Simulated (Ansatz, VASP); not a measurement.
## Bi in VASP and in Ansatz

Contents of INCAR:

```
SYSTEM = Bi
  ALGO = Fast
  EDIFF = 1E-6
  ENCUT = 520
  GGA = PS
  ISIF = 2
  ISMEAR = 0
  IVDW = 12
  LASPH = .TRUE.
  LCHARG = .FALSE.
  LREAL = .FALSE.
  LWAVE = .FALSE.
  NBANDS = 14
  NELM = 80
  PREC = Accurate
  SIGMA = 0.15
```

KPOINTS

```
k-points
0
G
  16 16 16
  0 0 0
```

File POSCAR:

```
Bi
1.0
   -1.7314816151      2.1162553073      1.9238684612
    1.7314816151     -2.1162553073      1.9238684612
    1.7314816151      2.1162553073     -1.9238684612
Bi
1
Direct
    0.0000000000      0.0000000000      0.0000000000
```

Input for Ansatz:

```yaml
crystal:
  lattice:
    - [-1.7314816151, 2.1162553073, 1.9238684612]
    - [1.7314816151, -2.1162553073, 1.9238684612]
    - [1.7314816151, 2.1162553073, -1.9238684612]
  atoms:
    - { symbol: Bi, position: [0.0, 0.0, 0.0] }
basis:
  ecutwfc: 420
kpoints:
  mp_grid: { grid: [16, 16, 16] }
hamiltonian:
  xc: pbesol
  pseudopotentials: { kind: paw }
  dispersion: d3bj
scf:
  occupations: { method: gaussian, width: 0.15 }
output:
  forces: true
  stress: true
  eigenvalues: true
```

Change from the starting cell: strain +e along x and -e along y -0.1000, strain +e along z and -e/2 along x and y +0.0000.

Alike in both runs: task single point; functional PBEsol; dispersion D3(BJ); k mesh 16 × 16 × 16; occupations gaussian, width 0.15 eV; no spin polarisation.

|  | VASP | Ansatz |
| --- | --- | --- |
| version | VASP 6.6.1 | Ansatz 0.2.0 |
| potentials or method | VASP PAW PBE potentials, release 64 (Bi_d), cutoff 520 eV | scalar-relativistic, plane waves, PAW |
| valence electrons in the cell | 15 | 15 |

Ansatz gave:

- gap on the k mesh at the Fermi level (eV): none
- pressure (GPa): 1.4
- traceless stress, the component that is largest in VASP (GPa): -1.09

Problem. What did VASP give for the same quantities?

Solution. gap on the k mesh at the Fermi level (eV): none; pressure (GPa): 1.4; traceless stress, the component that is largest in VASP (GPa): -1.08.

VASP's potentials were made for PBE, not for PBEsol. A gap of «none» marks a metal or a gap that the smearing closes.

Spin-orbit coupling is off throughout.
